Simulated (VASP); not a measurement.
# Ru (I4/mmm) in VASP: single point with r2SCAN

Aim: the single point of Ru with r2SCAN.

Program: VASP 6.6.1. These are calculated values, not measurements. Logs are shortened: lines on timing, memory, paths and dates and some standing lists are left out, and cuts for length are marked.

**1. The cell of the first run**

It takes space group I4/mmm (No. 139, tetragonal). The conventional cell has a = 2.708 Å, b = 2.708 Å, c = 4.136 Å, α = 90.00°, β = 90.00°, γ = 90.00°. Within 3.6 Å of Ru (site symmetry 4/mmm) lie 12 Ru at 2.71 to 2.82 Å.

**2. Single point, r2SCAN (strain +0.000 along x and y, +0.080 along z)**

POSCAR reads:

```
Ru
1.0
    0.0000000000      1.9150000000      2.0682000000
    1.9150000000      0.0000000000      2.0682000000
    1.9150000000      1.9150000000      0.0000000000
Ru
1
Direct
    0.0000000000      0.0000000000      0.0000000000
```

INCAR.step1 reads:

```
SYSTEM = Ru
ALGO = Normal
EDIFF = 1E-4
ENCUT = 520
GGA = PE
ISMEAR = 0
LASPH = .True.
LCHARG = .False.
LREAL = .False.
LWAVE = .True.
NBANDS = 13
NELM = 100
PREC = Accurate
SIGMA = 0.15
```

INCAR.step2 reads:

```
SYSTEM = Ru
ALGO = Normal
EDIFF = 1E-7
ENCUT = 520
ISIF = 2
ISMEAR = 0
ISTART = 1
LASPH = .True.
LCHARG = .False.
LMIXTAU = .True.
LREAL = .False.
LWAVE = .False.
METAGGA = R2SCAN
NBANDS = 13
NELM = 100
PREC = Accurate
SIGMA = 0.15
```

KPOINTS reads:

```
k-points
0
Gamma
  22 22 22
  0 0 0
```

Potentials or basis: VASP PAW PBE potentials, release 64 (Ru_pv).

Launch:

```
$ cat potpaw_PBE.64/Ru_pv/POTCAR > POTCAR
$ cp INCAR.step1 INCAR
$ mpirun -np 1 vasp_std > vasp.out
$ cp INCAR.step2 INCAR
$ mpirun -np 1 vasp_std > vasp.out
```

OUTCAR:

```text
SYSTEM = Ru
   EDIFF = 1E-7
   ENCUT = 520
   ISIF = 2
   ISMEAR = 0
   ISTART = 1
   LASPH = .True.
   LREAL = .False.
   METAGGA = R2SCAN
   NELM = 100
   PREC = Accurate

 ion  position               nearest neighbor table
   1  0.000  0.000  0.000-

  LATTYP: Found a body centered tetragonal cell.
 ALAT       =     2.7082189719
 C/A-ratio  =     1.5273506474

  Lattice vectors:

 A1 = (  -1.9150000000,   0.0000000000,   2.0682000000)
 A2 = (   1.9150000000,   0.0000000000,   2.0682000000)
 A3 = (   0.0000000000,   1.9150000000,  -2.0682000000)

Analysis of symmetry for initial positions (statically):
=====================================================================
 Subroutine PRICEL returns:
 Original cell was already a primitive cell.

 Routine SETGRP: Setting up the symmetry group for a
 body centered tetragonal supercell.

 Subroutine GETGRP returns: Found 16 space group operations
 (whereof 16 operations were pure point group operations)
 out of a pool of 16 trial point group operations.

The static configuration has the point symmetry D_4h.

Analysis of symmetry for dynamics (positions and initial velocities):
=====================================================================
 Subroutine PRICEL returns:
 Original cell was already a primitive cell.

 Routine SETGRP: Setting up the symmetry group for a
 body centered tetragonal supercell.

 Subroutine GETGRP returns: Found 16 space group operations
 (whereof 16 operations were pure point group operations)
 out of a pool of 16 trial point group operations.

The dynamic configuration has the point symmetry D_4h.

 Subroutine INISYM returns: Found 16 space group operations
 (whereof 16 operations are pure point group operations),
 and found     1 'primitive' translations

----------------------------------------------------------------------------------------

                                     Primitive cell

  volume of cell :      15.1691

  direct lattice vectors                    reciprocal lattice vectors
     0.000000000  1.915000000  2.068200000    -0.261096606  0.261096606  0.241756116
     1.915000000  0.000000000  2.068200000     0.261096606 -0.261096606  0.241756116
     1.915000000  1.915000000  0.000000000     0.261096606  0.261096606 -0.241756116

  length of vectors
     2.818630206  2.818630206  2.708218972     0.441348949  0.441348949  0.441348949

  position of ions in fractional coordinates (direct lattice)
     0.000000000  0.000000000  0.000000000

  ion indices of the primitive-cell ions
   primitive index   ion index
[... 78 lines left out ...]
   NFREE  =      0    steps in history (QN), initial steepest desc. (CG)
   ISIF   =      2    stress and relaxation
   ISYM   =      2    0-nonsym 1-usesym 2-fastsym
   POTIM  = 0.5000    time-step for ionic-motion
   TEBEG  =    0.0;   TEEND  =   0.0 temperature during run
   PSTRESS=    0.0 pullay stress
   NELECT =      14.0000    total number of electrons
   NUPDOWN=      -1.0000    fix difference up-down
   EMIN   =  10.00;   EMAX   =-10.00  energy-range for DOS
   EFERMI =   0.00;   METHOD = LEGACY
   ISMEAR =     0;   SIGMA  =   0.15  broadening in eV -4-tet -1-fermi 0-gaus
   EFERMI_NEDOS =   21; number of points for ismear=-14 and -15
   IALGO  =     38    algorithm
   IMIX   =      4    mixing-type and parameters
     AMIX     =   0.40;   BMIX     =  1.00
     AMIX_MAG =   1.60;   BMIX_MAG =  1.00
  volume/ion in A,a.u.               =      15.17       102.37
  Fermi-wavevector in a.u.,A,eV,Ry     =   1.593911  3.012056 34.566325  2.540553
  Thomas-Fermi vector in A             =   2.692068
   LORBIT       =      0    0 simple, 1 ext, 2 COOP (PROOUT), +10 PAW based schemes
   METAGGA = R2SCAN    functional components
   LHFCALC =     F    Hartree Fock is set to
   AEXX    =    0.0000 exact exchange contribution
   IVDW    =     0    specifies the selected vdW correction
   LEPSILON=     F    determine dielectric tensor
   LRPA    =     F    only Hartree local field effects (RPA)
 non-spin polarized calculation
 Gauss-broadening in eV      SIGMA  =   0.15
  energy-cutoff  :      520.00
  volume of cell :       15.17
 maximum number of plane-waves:       421
 NGX is ok and might be reduce to    24
   NGX = 11   NGY = 11   NGZ =  9

 number of electron      14.0000002 magnetization

 Free energy of the ion-electron system (eV)
  ---------------------------------------------------
  ext. energy  EPLUGINS =         0.00000000
  ---------------------------------------------------
  free energy    TOTEN  =       -25.12728676 eV

  energy without entropy =      -25.11480492  energy(sigma->0) =      -25.12104584

 E-fermi :  10.7440     XC(G=0): -14.6249

 val. band max:       10.7434628909   @ k =   0.1818   0.0000   0.0455
 cond. band min:      10.7454998698   @ k =  -0.4091   0.0455   0.4545
 fundamental gap:      0.0020369789
 Fermi energy:        10.7439874037

 k-point     1 :       0.0000    0.0000    0.0000
  band No.  band energies     occupation
      1     -33.0451      2.00000
      2     -33.0211      2.00000
      3     -33.0211      2.00000
      4       3.1260      2.00000
      5       7.8603      2.00000
      6       8.7880      2.00000
      7       8.7880      2.00000
      8      10.0069      2.00000
      9      11.0820      0.00144
     10      19.2352      0.00000
     11      26.5747      0.00000
     12      30.4787      0.00000
     13      32.7562      0.00000
[... 354 lines left out ...]
  band No.  band energies     occupation
      1     -33.8229      2.00000
      2     -33.1961      2.00000
      3     -33.0862      2.00000
      4       5.2568      2.00000
      5       7.8987      2.00000
      6       8.8328      2.00000
      7      11.0921      0.00103
      8      11.9590      0.00000
      9      13.0182      0.00000
     10      19.2348      0.00000
     11      20.0942      0.00000
     12      26.0317      0.00000
     13      31.1503      0.00000

 [... further k-points ...]
[... 5 lines left out ...]
  --------------------------------------------------------------------------------------
  -------------------------------------------------------------------------------------
  Total       -2.0378070     -2.0378070     -3.5507138      0.0000000      0.0000000      0.0000000
  in kB     -215.2353195   -215.2353195   -375.0301356      0.0000000      0.0000000      0.0000000
  external PRESSURE =    -268.5002582 kB  Pullay stress =       0.0000000 kB

 VOLUME and BASIS-vectors are now :
 -----------------------------------------------------------------------------
  energy-cutoff  :      520.00
  volume of cell :       15.17
      direct lattice vectors                 reciprocal lattice vectors
     0.000000000  1.915000000  2.068200000    -0.261096606  0.261096606  0.241756116
     1.915000000  0.000000000  2.068200000     0.261096606 -0.261096606  0.241756116
     1.915000000  1.915000000  0.000000000     0.261096606  0.261096606 -0.241756116

 POSITION                                       TOTAL-FORCE (eV/Angst)
 -----------------------------------------------------------------------------------
      0.00000      0.00000      0.00000        -0.000000      0.000000      0.000000
 -----------------------------------------------------------------------------------
    total drift:                                0.000000      0.000000     -0.000000

  FREE ENERGIE OF THE ION-ELECTRON SYSTEM (eV)
  ---------------------------------------------------
  free  energy   TOTEN  =       -25.1272867641 eV

  energy  without entropy=      -25.1148049165  energy(sigma->0) =      -25.12104584
```

OSZICAR.step1:

```text
N       E                     dE             d eps       ncg     rms          rms(c)
DAV:   1     0.106379511617E+03    0.10638E+03   -0.84493E+03 21758   0.113E+03
DAV:   2    -0.842500607422E+01   -0.11480E+03   -0.11028E+03 23444   0.320E+02
DAV:   3    -0.968814113604E+01   -0.12631E+01   -0.12583E+01 24734   0.371E+01
DAV:   4    -0.969198904065E+01   -0.38479E-02   -0.38478E-02 23299   0.221E+00
DAV:   5    -0.969201593028E+01   -0.26890E-04   -0.26890E-04 24899   0.169E-01    0.977E+00
DAV:   6    -0.902166226691E+01    0.67035E+00   -0.12094E+00 22139   0.141E+01    0.206E+00
DAV:   7    -0.899173327331E+01    0.29929E-01   -0.50761E-02 24479   0.262E+00    0.642E-01
DAV:   8    -0.898821160233E+01    0.35217E-02   -0.32898E-03 21864   0.744E-01    0.898E-02
DAV:   9    -0.898824776684E+01   -0.36165E-04   -0.57883E-05 13657   0.108E-01
   1 F= -.89882478E+01 E0= -.89817130E+01  d E =-.130695E-01
```

Wall time 2.9 min (1 thread of Intel Xeon Platinum 8488C (Sapphire Rapids), shared host); peak memory 0.26 GiB.

Results:

- Free energy: -25.1273 eV
- Pressure: -26.9 GPa
- Band gap on the k mesh: zero (bands 7 and 8 overlap by 3.24 eV)

Caveat: the cell differs from its parent crystal (strain +0.000 along x and y, +0.080 along z); the stress differs along the axes, from -38 to -22 GPa; an empty level that is flat over the whole mesh can mark a ghost state of the potentials, or a narrow d or f band; the PAW data sets were made with another functional, which shifts forces and pressure a little.
